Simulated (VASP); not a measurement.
# Sn4O7 (a cell with a defect) in VASP: further runs, part 2 of 2

VASP 6.6.1. The steps go on from the part before.

### Step 3. Single point, PBEsol+D3(BJ)

INCAR

```
PREC     = Accurate       # precision mode
ENCUT    = 520            # plane-wave cutoff, eV
EDIFF    = 1E-6           # SCF threshold, eV
ISMEAR   = 0              # smearing method
SIGMA    = 0.05           # smearing width, eV
LREAL    = False          # projectors in reciprocal space
LASPH    = True           # aspherical terms in the spheres
NELM     = 100            # most SCF steps
ALGO     = Normal         # electronic algorithm
ISIF     = 2              # what is computed and relaxed
LWAVE    = False          # write WAVECAR
LCHARG   = False          # write CHGCAR
GGA      = PS             # functional
IVDW     = 12             # dispersion correction
NBANDS   = 60             # bands
NELECT   = 96.0
```

KPOINTS

```
Automatic mesh
0
Gamma
  6 6 6
```

POSCAR

```
Sn4O7
1.0
    3.2156683686      1.8565669983      4.1108686860
   -3.2156683686      1.8565669983      4.1108686860
    0.0000000000     -3.7131339965      4.1108686860
Sn O
4 7
Direct
    0.8647871667      0.8647871667      0.8647871667
    0.3647871667      0.3647871667      0.8647871667
    0.3647871667      0.8647871667      0.3647871667
    0.8647871667      0.3647871667      0.3647871667
    0.6190548989      0.1190548989      0.6190548989
    0.6190548989      0.6190548989      0.1190548989
    0.5953081381      0.5031063670      0.5031063670
    0.1190548989      0.1190548989      0.1190548989
    0.1105194344      0.1105194344      0.6105194344
    0.1105194344      0.6105194344      0.1105194344
    0.6105194344      0.1105194344      0.1105194344
```

Potentials or basis: VASP PAW PBE potentials, release 64 (Sn_d, O).

Launch:

```bash
$ cat potpaw_PBE.64/Sn_d/POTCAR potpaw_PBE.64/O/POTCAR > POTCAR
$ mpirun -np 1 vasp_std > vasp.out
```

OUTCAR:

```text
PREC = Accurate
   ENCUT = 520
   EDIFF = 1E-6
   ISMEAR = 0
   LREAL = False
   LASPH = True
   NELM = 100
   ISIF = 2
   GGA = PS
   IVDW = 12
   NELECT = 96.0
 IVDW          = 12

 ion  position               nearest neighbor table
   1  0.865  0.865  0.865-  10 2.10  11 2.10   9 2.10   5 2.10   6 2.10   2 3.22   2 3.22   3 3.22
                             4 3.22   4 3.22   3 3.22
   2  0.365  0.365  0.865-   7 2.05  10 2.10  11 2.10   5 2.10   8 2.10   1 3.22   1 3.22   3 3.22
                             3 3.22   4 3.22   4 3.22
   3  0.365  0.865  0.365-   7 2.05   9 2.10  11 2.10   6 2.10   8 2.10   4 3.22   4 3.22   2 3.22
                             1 3.22   1 3.22   2 3.22
   4  0.865  0.365  0.365-   7 1.51   9 2.10  10 2.10   6 2.10   8 2.10   5 2.10   3 3.22   3 3.22
                             1 3.22   1 3.22   2 3.22   2 3.22
   5  0.619  0.119  0.619-   1 2.10   2 2.10   4 2.10
   6  0.619  0.619  0.119-   3 2.10   4 2.10   1 2.10
   7  0.595  0.503  0.503-   4 1.51   3 2.05   2 2.05
   8  0.119  0.119  0.119-   3 2.10   4 2.10   2 2.10
   9  0.111  0.111  0.611-   3 2.10   4 2.10   1 2.10
  10  0.111  0.611  0.111-   1 2.10   2 2.10   4 2.10
  11  0.611  0.111  0.111-   1 2.10   2 2.10   3 2.10

  LATTYP: Found a trigonal (rhomboedric) cell.
 ALAT       =     5.5395492082
 COS(alpha) =     0.3260562443

  Lattice vectors:

 A1 = (   3.2156683686,   1.8565669983,   4.1108686860)
 A2 = (  -3.2156683686,   1.8565669983,   4.1108686860)
 A3 = (   0.0000000000,  -3.7131339965,   4.1108686860)

Analysis of symmetry for initial positions (statically):
=====================================================================
 Subroutine PRICEL returns:
 Original cell was already a primitive cell.

 Routine SETGRP: Setting up the symmetry group for a
 trigonal (rhombohedral) supercell.

 Subroutine GETGRP returns: Found  2 space group operations
[... 163 lines left out ...]
   IVDW    =    12    specifies the selected vdW correction
   LEPSILON=     F    determine dielectric tensor
   LRPA    =     F    only Hartree local field effects (RPA)
 non-spin polarized calculation
 Gauss-broadening in eV      SIGMA  =   0.05
  energy-cutoff  :      520.00
  volume of cell :      147.25
 maximum number of plane-waves:      3982
 NGX is ok and might be reduce to    42
   NGX = 21   NGY = 21   NGZ = 21

 number of electron      95.9999991 magnetization

 Free energy of the ion-electron system (eV)
  ---------------------------------------------------
  ext. energy  EPLUGINS =         0.00000000
  ---------------------------------------------------
  free energy    TOTEN  =       -72.77269170 eV

  energy without entropy =      -72.76965641  energy(sigma->0) =      -72.77117405

 E-fermi :   5.6511     XC(G=0): -10.6983

 val. band max:        5.6487651093   @ k =  -0.1667   0.1667   0.1667
 cond. band min:       5.6707176299   @ k =  -0.0000   0.1667  -0.0000
 fundamental gap:      0.0219525206
 Fermi energy:         5.6510907642

 k-point     1 :       0.0000    0.0000    0.0000
  band No.  band energies     occupation
      1     -18.7148      2.00000
      2     -15.6768      2.00000
      3     -15.5530      2.00000
      4     -15.3042      2.00000
      5     -15.0701      2.00000
      6     -14.9379      2.00000
[... 1501 lines left out ...]
     59      14.6204      0.00000
     60      15.2608      0.00000

 [... further k-points ...]

------------------------ aborting loop because EDIFF is reached ----------------------------------------

 Edisp (eV)   -2.10122

 E8    (eV) :    -1.3434

  FORCE on cell =-STRESS in cart. coord.  units (eV):
  Direction    XX          YY          ZZ          XY          YZ          ZX
  --------------------------------------------------------------------------------------
  -------------------------------------------------------------------------------------
  Total      13.15483    -0.12154   -24.24476    11.49767    -0.37698    -0.65296
  in kB     143.12943    -1.32240  -263.79209   125.09896    -4.10172    -7.10442
  external pressure =      -40.66 kB  Pullay stress =        0.00 kB

 VOLUME and BASIS-vectors are now :
 -----------------------------------------------------------------------------
  energy-cutoff  :      520.00
  volume of cell :      147.25
      direct lattice vectors                 reciprocal lattice vectors
     3.215668369  1.856566998  4.110868686     0.155488671  0.089771426  0.081085863
    -3.215668369  1.856566998  4.110868686    -0.155488671  0.089771426  0.081085863
     0.000000000 -3.713133996  4.110868686     0.000000000 -0.179542852  0.081085863

 POSITION                                       TOTAL-FORCE (eV/Angst)
 -----------------------------------------------------------------------------------
      0.00000      0.00000     10.66508        -2.488526     -1.436751      0.817219
      0.00000     -1.85657      6.55421         2.449283     -2.739442      0.611464
     -1.60783      0.92828      6.55421        -1.147785      3.490862      0.611464
      1.60783      0.92828      6.55421        23.555656     13.599865     -2.594261
      1.60783     -0.92828      5.57913         3.488615     -2.674153     -2.369372
      0.00000      1.85657      5.57913        -0.571577      4.358305     -2.369372
      0.29649      0.17118      6.58364       -26.503587    -15.301853      5.573663
      0.00000      0.00000      1.46826        -0.236479     -0.136531     -0.230905
      0.00000     -1.85657      3.41843         1.236183     -0.505602      0.002553
     -1.60783      0.92828      3.41843         0.180228      1.323367      0.002553
      1.60783      0.92828      3.41843         0.037990      0.021933     -0.055006
 -----------------------------------------------------------------------------------
    total drift:                                0.000311      0.000180     -0.000883

  FREE ENERGIE OF THE ION-ELECTRON SYSTEM (eV)
  ---------------------------------------------------
  free  energy   TOTEN  =       -74.8739102710 eV

  energy  without entropy=      -74.8708749830  energy(sigma->0) =      -74.87239263
```

It took 7.9 min on 1 thread of Intel Xeon Platinum 8488C (Sapphire Rapids), shared host; peak memory 0.54 GiB.

What came out:

| Item | Value |
| --- | --- |
| Free energy | -74.8739 eV |
| Largest force | 31.107 eV/Å |
| Dispersion energy per atom | -0.191 eV |

Forces in eV/Å, atoms in the order of the input:
```
Sn   -2.489  -1.437   0.817
Sn    2.449  -2.739   0.611
Sn   -1.148   3.491   0.611
Sn   23.556  13.600  -2.594
O     3.489  -2.674  -2.369
O    -0.572   4.358  -2.369
O   -26.504 -15.302   5.574
O    -0.236  -0.137  -0.231
O     1.236  -0.506   0.003
O     0.180   1.323   0.003
O     0.038   0.022  -0.055
```

Levels at points of the mesh, in eV from the Fermi level:
| k point | band 45 | band 46 | band 47 | band 48 | band 49 | band 50 | band 51 | band 52 |
| --- | --- | --- | --- | --- | --- | --- | --- | --- |
| (0.00, 0.00, 0.00) | -0.97 | -0.71 | -0.66 | -0.04 | 0.04 | 3.08 | 3.13 | 3.75 |
| (0.50, 0.00, 0.00) | -0.81 | -0.69 | -0.21 | 0.03 | 0.28 | 2.33 | 3.22 | 4.55 |
| (0.00, 0.50, 0.00) | -0.75 | -0.73 | -0.47 | -0.17 | 0.73 | 1.92 | 3.17 | 4.63 |
| (0.50, 0.50, 0.00) | -1.03 | -0.84 | -0.76 | -0.24 | 0.94 | 2.24 | 3.16 | 5.01 |
| (0.00, 0.50, 0.50) | -1.06 | -0.80 | -0.49 | -0.16 | 1.21 | 2.41 | 2.89 | 4.14 |
| (0.50, 0.50, 0.50) | -1.60 | -1.52 | -1.13 | -0.24 | 0.52 | 3.04 | 3.32 | 4.05 |

Caveat: the cell carries a net charge on a neutralising background, which shifts energy and pressure; the cell differs from its parent crystal (atoms taken out, atom 7 moved 0.167 of the way to it and -0.900 Å across, host rigid); the cell is charged against a uniform background, so pressure and absolute levels hang on convention; the PAW data sets were made with another functional, which shifts forces and pressure a little; spin-orbit coupling is left out, which moves the levels of the heavy elements.
